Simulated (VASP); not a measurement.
Wanted: the native input for a VASP 6.6.1 run.

```yaml
Task: single point
Functional: r2SCAN
Potentials_or_basis: VASP PAW PBE potentials, release 64 (Mo_sv, S)
Cutoff: 520 eV
k_mesh: 9 × 9 × 4
Occupations: gaussian, width 0.1 eV
Spin: no spin polarisation
Dipole_correction: no
Further_INCAR_settings: ALGO = Normal; EDIFF = 1e-07; NBANDS = 20
```

MoS2:

```
Mo S
1.0
     3.22747    0.00000    0.00000
    -1.61373    2.79507    0.00000
     0.00000    0.00000    6.31247
Mo S
1 2
Cartesian
  0.0000 0.0000 3.1562
  0.0000 1.8634 1.6117
  1.6137 0.9317 4.7008
```

The input as run:

POSCAR

```
MoS2
1.0
    3.2274650000      0.0000000000      0.0000000000
   -1.6137320000      2.7950660000      0.0000000000
    0.0000000000      0.0000000000      6.3124730000
Mo S
1 2
Direct
    0.0000000000      0.0000000000      0.5000000000
    0.3333333333      0.6666666667      0.2553190000
    0.6666666667      0.3333333333      0.7446810000
```

INCAR.step1

```
SYSTEM = MoS2
  ALGO = Normal
  EDIFF = 1E-4
  ENCUT = 520
  GGA = PE
  ISMEAR = 0
  LASPH = .True.
  LCHARG = .False.
  LREAL = .False.
  LWAVE = .True.
  NBANDS = 20
  NELM = 60
  PREC = Accurate
  SIGMA = 0.1
```

INCAR.step2

```
SYSTEM = MoS2
  ALGO = Normal
  EDIFF = 1E-7
  ENCUT = 520
  ISIF = 2
  ISMEAR = 0
  ISTART = 1
  LASPH = .True.
  LCHARG = .True.
  LELF = .True.
  LMIXTAU = .True.
  LREAL = .False.
  LVHAR = .True.
  LWAVE = .False.
  METAGGA = R2SCAN
  NBANDS = 20
  NELM = 60
  PREC = Accurate
  SIGMA = 0.1
```

KPOINTS

```
k-points
0
Gamma
  9 9 4
  0 0 0
```

Potentials or basis: VASP PAW PBE potentials, release 64 (Mo_sv, S).

The run is started by

```console
$ cat potpaw_PBE.64/Mo_sv/POTCAR potpaw_PBE.64/S/POTCAR > POTCAR
$ cp INCAR.step1 INCAR
$ mpirun -np 1 vasp_std > vasp.out
$ cp INCAR.step2 INCAR
$ mpirun -np 1 vasp_std > vasp.out
```

Results of the run:

- Pressure: 0.0 GPa
- Largest force: 0.088 eV/Å
- Band gap on the k mesh: zero (bands 13 and 14 overlap by 1.20 eV)

Caveat: the PAW data sets were made with another functional, which shifts forces and pressure a little.

It took 3.3 min on 1 thread of Intel Xeon 8259CL (shared host), peak memory 0.19 GiB.
